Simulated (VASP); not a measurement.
Wanted: the native input for a VASP 6.6.1 run.

```yaml
Task: single point
Functional: PBEsol
Potentials_or_basis: VASP PAW PBE potentials, release 64 (Ta_pv, N)
Cutoff: 520 eV
k_mesh: 12 × 12 × 8
Occupations: gaussian, width 0.15 eV
Spin: no spin polarisation
Dipole_correction: no
Further_INCAR_settings: ALGO = Normal; EDIFF = 1e-06; NBANDS = 20
```

The structure of Ta2N lies in POSCAR:

```
Ta2N
1.0
    2.6862403415      0.0051797771      0.0213482906
   -1.3386343522      2.8918381219     -0.0394833594
    0.0334463008     -0.0521177627      4.7582358719
Ta N
2 1
Direct
    0.6859856358      0.3659183221      0.7423208217
    0.3140140513      0.6340824677      0.2576805516
    0.0000003128     -0.0000007898     -0.0000013732
```

One way to write it, as run:

INCAR

```
  PREC = Accurate
  ENCUT = 520
  EDIFF = 1E-6
  ISMEAR = 0
  SIGMA = 0.15
  LREAL = False
  LASPH = True
  NELM = 60
  ALGO = Normal
  ISIF = 2
  LWAVE = False
  LCHARG = False
  GGA = PS
  NBANDS = 20
```

KPOINTS

```
Automatic mesh
0
Gamma
  12 12 8
```

Potentials or basis: VASP PAW PBE potentials, release 64 (Ta_pv, N).

Command:

```console
$ cat potpaw_PBE.64/Ta_pv/POTCAR potpaw_PBE.64/N/POTCAR > POTCAR
$ mpirun -np 1 vasp_std > vasp.out
```

It gave:

The pressure is 29.5 GPa and the largest force is 0.070 eV/Å. The band gap on the k mesh is zero (an odd number of electrons rules out a gap without spin polarisation).

Caveat: the cell stands under pressure; the PAW data sets were made with another functional, which shifts forces and pressure a little; spin-orbit coupling is left out, which moves the levels of the heavy elements.

It took 2.6 min on 1 thread of Intel(R) Xeon(R) 6975P-C (Granite Rapids) (shared host), peak memory 0.46 GiB.
